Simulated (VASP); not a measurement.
# Si8NO14 (a cell with a defect) in VASP: notebook

Runs on Si8NO14 (a cell with a defect). Level: PBE. Tasks: single point.

Everything below comes from runs of VASP 6.6.1. Logs are shortened: lines on timing, memory, paths and dates and some standing lists are left out, and cuts for length are marked.

## (1) The cell of the first run

The cell holds a defect, 23 atoms: a = 5.893 Å, b = 5.893 Å, c = 5.329 Å, α = 90.00°, β = 90.00°, γ = 90.00°.

## (2) Single point, PBE

INCAR reads:

```
  PREC = Accurate
  ENCUT = 520
  EDIFF = 1E-6
  ISMEAR = 0
  SIGMA = 0.05
  LREAL = Auto
  LASPH = T
  NELM = 60
  ALGO = Normal
  ISIF = 2
  LWAVE = F
  LCHARG = F
  GGA = PE
  NELECT = 122.0
  NBANDS = 78
```

KPOINTS reads:

```
regular mesh
0
Gamma
  2 2 2
```

POSCAR reads:

```
Si8NO14
1.0
   -4.1667000000     -4.1667000000      0.0000000000
    4.1667000000     -4.1667000000      0.0000000000
    0.0000000000      0.0000000000      5.3290000000
Si O N
8 14 1
Direct
    0.4995190438      0.5003523172     -0.0044109589
    0.0003908369      0.5004045168      0.2506348283
    0.4995249238      0.5003538772      0.5055612685
   -0.0006899945      0.5003532772      0.7506282605
   -0.0085290518      0.0003604771     -0.0288967911
    0.4919587443      0.0003541172      0.2506008632
   -0.0084666523      0.0003537572      0.5301818352
    0.5001681187      0.0003533972      0.7506019891
    0.2012601099      0.5003533972     -0.0175768437
    0.7983035736      0.5003497972     -0.0156558454
    0.2012439100      0.5003563971      0.5187868268
   -0.0024123407      0.1992105263      0.7506367048
    0.7983239734      0.5003529172      0.5168652655
   -0.0024148607      0.8015004680      0.7506425220
    0.6908787530      0.0003562771     -0.0078592606
    0.4985169319      0.6946839225      0.2505856634
    0.3105456356      0.0003550772     -0.0133115031
    0.4985151319      0.3060229918      0.2505871646
    0.6908888329      0.0003533972      0.5090771252
    0.5017887057      0.6966520268      0.7505790955
    0.3105416757      0.0003520772      0.5145256146
    0.5017863057      0.3040554876      0.7505770313
    0.0127284182      0.0003466772      0.2505974855
```

Potentials or basis: VASP PAW PBE potentials, release 64 (Si, O, N).

Run with:

```sh
> cat potpaw_PBE.64/Si/POTCAR potpaw_PBE.64/O/POTCAR potpaw_PBE.64/N/POTCAR > POTCAR
> mpirun -np 1 vasp_std > vasp.out
```

OUTCAR:

```text
PREC = Accurate
   ENCUT = 520
   EDIFF = 1E-6
   ISMEAR = 0
   LREAL = Auto
   LASPH = T
   NELM = 60
   ISIF = 2
   GGA = PE
   NELECT = 122.0

 ion  position               nearest neighbor table
   1  0.500  0.500  0.996-  22 1.74  20 1.74   9 1.76  10 1.76  18 1.78  16 1.78   3 2.61   3 2.72

   2  0.000  0.500  0.251-  13 1.85  10 1.85  11 1.86   9 1.86   4 2.66   4 2.66
   3  0.500  0.500  0.506-  22 1.74  20 1.74  11 1.76  13 1.76  18 1.78  16 1.78   1 2.61   1 2.72

   4  0.999  0.500  0.751-   9 1.72  11 1.72  10 1.72  13 1.72  12 1.77  14 1.77   2 2.66   2 2.66

   5  0.991  0.000  0.971-  23 1.49  12 1.66  14 1.66  15 1.77  17 1.88   7 2.35   7 2.98   8 3.12
[... 6 lines left out ...]
                             5 3.12   7 3.12
   9  0.201  0.500  0.982-   4 1.72   1 1.76   2 1.86
  10  0.798  0.500  0.984-   4 1.72   1 1.76   2 1.85
  11  0.201  0.500  0.519-   4 1.72   3 1.76   2 1.86
  12  0.998  0.199  0.751-   7 1.66   5 1.66   4 1.77
  13  0.798  0.500  0.517-   4 1.72   3 1.76   2 1.85
  14  0.998  0.802  0.751-   7 1.66   5 1.66   4 1.77
  15  0.691  0.000  0.992-   8 1.71   5 1.77   6 1.81
  16  0.499  0.695  0.251-   3 1.78   1 1.78   6 1.80
  17  0.311  0.000  0.987-   8 1.68   6 1.77   5 1.88
  18  0.499  0.306  0.251-   3 1.78   1 1.78   6 1.80
  19  0.691  0.000  0.509-   8 1.71   7 1.78   6 1.81
  20  0.502  0.697  0.751-   1 1.74   3 1.74   8 1.79
  21  0.311  0.000  0.515-   8 1.68   6 1.77   7 1.88
  22  0.502  0.304  0.751-   1 1.74   3 1.74   8 1.79
  23  0.013  0.000  0.251-   5 1.49   7 1.50

  LATTYP: Found a simple tetragonal cell.
 ALAT       =     5.8926036503
 C/A-ratio  =     0.9043540540

  Lattice vectors:

 A1 = (  -4.1667000000,  -4.1667000000,   0.0000000000)
 A2 = (   4.1667000000,  -4.1667000000,   0.0000000000)
 A3 = (   0.0000000000,   0.0000000000,   5.3290000000)

Analysis of symmetry for initial positions (statically):
=====================================================================
 Subroutine PRICEL returns:
 Original cell was already a primitive cell.

 Routine SETGRP: Setting up the symmetry group for a
 simple tetragonal supercell.

 Subroutine GETGRP returns: Found  1 space group operations
 (whereof  1 operations were pure point group operations)
 out of a pool of 16 trial point group operations.

The static configuration has the point symmetry C_1 .

Analysis of symmetry for dynamics (positions and initial velocities):
[... 140 lines left out ...]
   IBRION =     -1    ionic relax: 0-MD 1-quasi-New 2-CG
   NFREE  =      0    steps in history (QN), initial steepest desc. (CG)
   ISIF   =      2    stress and relaxation
   ISYM   =      2    0-nonsym 1-usesym 2-fastsym
   POTIM  = 0.5000    time-step for ionic-motion
   TEBEG  =    0.0;   TEEND  =   0.0 temperature during run
   PSTRESS=    0.0 pullay stress
   NELECT =     122.0000    total number of electrons
   NUPDOWN=      -1.0000    fix difference up-down
   EMIN   =  10.00;   EMAX   =-10.00  energy-range for DOS
   EFERMI =   0.00;   METHOD = LEGACY
   ISMEAR =     0;   SIGMA  =   0.05  broadening in eV -4-tet -1-fermi 0-gaus
   EFERMI_NEDOS =   21; number of points for ismear=-14 and -15
   IALGO  =     38    algorithm
   IMIX   =      4    mixing-type and parameters
     AMIX     =   0.40;   BMIX     =  1.00
     AMIX_MAG =   1.60;   BMIX_MAG =  1.00
  volume/ion in A,a.u.               =       8.05        54.29
  Fermi-wavevector in a.u.,A,eV,Ry     =   1.424868  2.692611 27.623222  2.030250
  Thomas-Fermi vector in A             =   2.545313
   LORBIT       =      0    0 simple, 1 ext, 2 COOP (PROOUT), +10 PAW based schemes
   GGA     = PE    functional components
   LHFCALC =     F    Hartree Fock is set to
   AEXX    =    0.0000 exact exchange contribution
   IVDW    =     0    specifies the selected vdW correction
   LEPSILON=     F    determine dielectric tensor
   LRPA    =     F    only Hartree local field effects (RPA)
 non-spin polarized calculation
 Gauss-broadening in eV      SIGMA  =   0.05
  energy-cutoff  :      520.00
  volume of cell :      185.04
 maximum number of plane-waves:      5000
 NGX is ok and might be reduce to    48
   NGX = 21   NGY = 21   NGZ = 19

 number of electron     121.9999958 magnetization

 Free energy of the ion-electron system (eV)
  ---------------------------------------------------
  ext. energy  EPLUGINS =         0.00000000
  ---------------------------------------------------
  free energy    TOTEN  =      -156.78931399 eV

  energy without entropy =     -156.78918882  energy(sigma->0) =     -156.78925140

 E-fermi :  12.1970     XC(G=0): -12.1319

 val. band max:       12.0966299341   @ k =   0.5000   0.5000   0.0000
 cond. band min:      12.2975314050   @ k =   0.5000   0.5000   0.5000
 fundamental gap:      0.2009014709
 Fermi energy:        12.1970423099

 k-point     1 :       0.0000    0.0000    0.0000
  band No.  band energies     occupation
      1     -15.0845      2.00000
      2     -13.7628      2.00000
      3     -12.8974      2.00000
      4     -12.6619      2.00000
      5     -11.9447      2.00000
      6     -11.9372      2.00000
[... 597 lines left out ...]
     72      17.8613      0.00000
     73      18.4412      0.00000
 [bands above 73 left out]

------------------------ aborting loop because EDIFF is reached ----------------------------------------

  FORCE on cell =-STRESS in cart. coord.  units (eV):
  Direction    XX          YY          ZZ          XY          YZ          ZX
  --------------------------------------------------------------------------------------
  -------------------------------------------------------------------------------------
  Total       42.5420231     42.5431662     77.3453756      2.7651535     -0.0021629     -0.0067361
  in kB      368.3566720    368.3665698    669.7068703     23.9425082     -0.0187280     -0.0583255
  external PRESSURE =     468.8100374 kB  Pullay stress =       0.0000000 kB

 VOLUME and BASIS-vectors are now :
 -----------------------------------------------------------------------------
  energy-cutoff  :      520.00
  volume of cell :      185.04
      direct lattice vectors                 reciprocal lattice vectors
    -4.166700000 -4.166700000  0.000000000    -0.119999040 -0.119999040  0.000000000
     4.166700000 -4.166700000  0.000000000     0.119999040 -0.119999040  0.000000000
     0.000000000  0.000000000  5.329000000     0.000000000  0.000000000  0.187652468

 POSITION                                       TOTAL-FORCE (eV/Angst)
 -----------------------------------------------------------------------------------
      0.00347     -4.16616      5.30549        -0.003812     -0.003298      0.021812
      2.08341     -2.08666      1.33563        -0.006923     -0.005841     -0.000089
      0.00345     -4.16620      2.69414        -0.003148     -0.002896     -0.017953
     -2.07900     -6.24865      4.00010        -0.001503     -0.001559      0.000266
     -4.12966     -4.13266      5.17501        -0.011872     -0.011229      0.101546
     -2.04837     -2.05132      1.33545        -0.007098     -0.008032     -0.000162
[... 15 lines left out ...]
     -0.82388     -3.35770      3.99982        -0.027470      0.023324     -0.000277
     -0.05159     -0.05448      1.33543         0.023336      0.023440      0.029541
 -----------------------------------------------------------------------------------
    total drift:                               -0.000444      0.000850      0.006149

  FREE ENERGIE OF THE ION-ELECTRON SYSTEM (eV)
  ---------------------------------------------------
  free  energy   TOTEN  =      -156.7893139925 eV

  energy  without entropy=     -156.7891888151  energy(sigma->0) =     -156.78925140
```

Wall time 91 s (1 thread of Intel Xeon 6975P-C (Granite Rapids), shared host); peak memory 0.31 GiB.

Results:

| Item | Value |
| --- | --- |
| Free energy | -156.7893 eV |
| Largest force | 0.133 eV/Å |

Forces on the atoms (eV/Å):
```
Si  -0.004 -0.003  0.022
Si  -0.007 -0.006  0.000
Si  -0.003 -0.003 -0.018
Si  -0.002 -0.002  0.000
Si  -0.012 -0.011  0.102
Si  -0.007 -0.008  0.000
Si  -0.012 -0.013 -0.132
Si  -0.005 -0.005  0.002
O   -0.013 -0.014 -0.003
O    0.008  0.008 -0.007
O   -0.015 -0.015  0.005
O    0.020 -0.015 -0.003
O    0.011  0.010  0.006
O   -0.016  0.021 -0.003
O   -0.007 -0.008 -0.005
O    0.000 -0.008  0.001
O    0.029  0.029 -0.003
O   -0.008 -0.001  0.001
O   -0.008 -0.009  0.004
O    0.023 -0.027  0.000
O    0.032  0.032  0.003
O   -0.027  0.023  0.000
N    0.023  0.023  0.030
```

Levels at points of the mesh, in eV from the Fermi level:
```
           k point  band 58  band 59  band 60  band 61  band 62  band 63  band 64  band 65
(0.00, 0.00, 0.00)    -5.34    -4.68    -2.76    -1.34     1.40     1.53     2.37     3.26
(0.50, 0.00, 0.00)    -5.60    -4.42    -3.45    -1.07     1.56     2.08     3.08     3.45
(0.00, 0.50, 0.00)    -5.25    -5.07    -2.78    -0.39    -0.26     2.55     2.82     3.20
(0.50, 0.50, 0.00)    -5.71    -5.16    -3.27    -0.24    -0.10     2.90     3.55     3.92
(0.00, 0.00, 0.50)    -5.02    -4.99    -2.53    -0.43     1.67     1.96     3.13     3.20
(0.50, 0.00, 0.50)    -5.43    -4.95    -3.16    -0.57     1.62     2.17     3.14     3.51
(0.00, 0.50, 0.50)    -5.14    -5.07    -2.53     0.15     0.52     1.74     3.64     3.95
(0.50, 0.50, 0.50)    -5.45    -4.88    -3.16     0.10     0.41     1.90     4.27     4.37
```

Caveat: the k points lie up to 0.59 Å⁻¹ apart; the cell carries a net charge on a neutralising background, which shifts energy and pressure; the cell is charged against a uniform background, so pressure and absolute levels hang on convention.

## (3) Single point, PBE

INCAR reads:

```
ALGO     = Normal         # electronic algorithm
EDIFF    = 1E-6           # SCF threshold, eV
ENCUT    = 520            # plane-wave cutoff, eV
GGA      = PE             # functional
ISIF     = 2              # what is computed and relaxed
ISMEAR   = 0              # smearing method
LASPH    = T              # aspherical terms in the spheres
LCHARG   = F              # write CHGCAR
LREAL    = Auto         
LWAVE    = F              # write WAVECAR
NBANDS   = 78             # bands
NELECT   = 122.0        
NELM     = 60             # most SCF steps
PREC     = Accurate       # precision mode
SIGMA    = 0.05           # smearing width, eV
```

KPOINTS reads:

```
k-points
0
Gamma
  2 2 2
```

POSCAR reads:

```
Si8NO14
1.0
   -4.1667000000     -4.1667000000      0.0000000000
    4.1667000000     -4.1667000000      0.0000000000
    0.0000000000      0.0000000000      5.3290000000
Si O N
8 14 1
Direct
    0.4999338805      0.4986009312     -0.0027021955
    0.0006773946      0.4772516620      0.2503227622
    0.4999390405      0.4986017712      0.5032507037
   -0.0004409965      0.5047292822      0.7503223869
   -0.0052443180      0.0082519740     -0.0135787202
    0.4939705282     -0.0027604579      0.2502946144
   -0.0051996784      0.0082385341      0.5142278101
    0.5005225958     -0.0005811554      0.7502987427
    0.1991525668      0.5019058248     -0.0104651905
    0.8010792714      0.5024873401     -0.0086066804
    0.1991441668      0.5019077447      0.5110765622
   -0.0022502220      0.2005390357      0.7503349597
    0.8010911513      0.5024879401      0.5092165509
   -0.0020463436      0.8061152711      0.7503377744
    0.6906100751      0.0018355053     -0.0059164947
    0.4988673291      0.6927252982      0.2502822293
    0.3099098807      0.0028517772     -0.0103762432
    0.4989033288      0.3044096047      0.2502816664
    0.6906202750      0.0018382653      0.5065192344
    0.5015709074      0.6943980848      0.7502786639
    0.3099085607      0.0028562172      0.5109772941
    0.5020699834      0.3049324405      0.7502788516
    0.0093959248     -0.1064792282      0.2503238882
```

Potentials or basis: VASP PAW PBE potentials, release 64 (Si, O, N).

Run with:

```sh
> cat potpaw_PBE.64/Si/POTCAR potpaw_PBE.64/O/POTCAR potpaw_PBE.64/N/POTCAR > POTCAR
> mpirun -np 1 vasp_std > vasp.out
```

Run time: 93 s. Hardware: 1 thread of Intel Xeon 6975P-C (Granite Rapids), shared host; peak memory 0.31 GiB.

The run converged. Its results:

```yaml
Free_energy: -160.4819 eV
Largest_force: 7.161 eV/Å
```

Forces on the atoms (eV/Å):
```
Si   0.127 -0.139  0.140
Si  -0.937  0.933 -0.001
Si   0.128 -0.140 -0.138
Si   0.438 -0.433 -0.001
Si   0.442 -0.745  1.019
Si  -0.033 -0.144  0.001
Si   0.445 -0.744 -1.016
Si   0.164 -0.170  0.000
O    0.405 -0.188  0.467
O    0.214 -0.436  0.463
O    0.405 -0.188 -0.466
O    0.307 -0.286 -0.005
O    0.214 -0.436 -0.461
O    0.447 -0.446 -0.004
O    0.313 -0.277  0.141
O    0.122 -0.135  0.002
O    0.419 -0.268  0.202
O    0.122 -0.131  0.002
O    0.313 -0.275 -0.140
O    0.152 -0.099  0.001
O    0.420 -0.268 -0.200
O    0.241 -0.238  0.000
N   -4.867  5.253 -0.003
```

Levels at points of the mesh, in eV from the Fermi level:
```
           k point  band 58  band 59  band 60  band 61  band 62  band 63  band 64  band 65
(0.00, 0.00, 0.00)    -4.40    -3.79    -1.62    -1.22     2.66     3.00     3.54     3.58
(0.50, 0.00, 0.00)    -4.62    -3.61    -2.22    -0.86     3.07     3.29     3.97     4.23
(0.00, 0.50, 0.00)    -4.39    -4.26    -1.66    -0.80     1.63     3.38     3.48     4.05
(0.50, 0.50, 0.00)    -4.61    -4.29    -2.05    -0.68     1.91     3.96     4.13     4.43
(0.00, 0.00, 0.50)    -4.21    -4.10    -1.47    -0.35     1.76     3.73     4.27     4.27
(0.50, 0.00, 0.50)    -4.30    -4.05    -1.97    -0.47     2.21     3.74     4.30     4.62
(0.00, 0.50, 0.50)    -4.30    -4.22    -1.45    -0.26     1.71     2.59     4.53     4.90
(0.50, 0.50, 0.50)    -4.52    -4.04    -1.99    -0.25     2.06     2.51     5.18     5.51
```

Caveat: the k points lie up to 0.59 Å⁻¹ apart; the cell carries a net charge on a neutralising background, which shifts energy and pressure; the cell is charged against a uniform background, so pressure and absolute levels hang on convention.
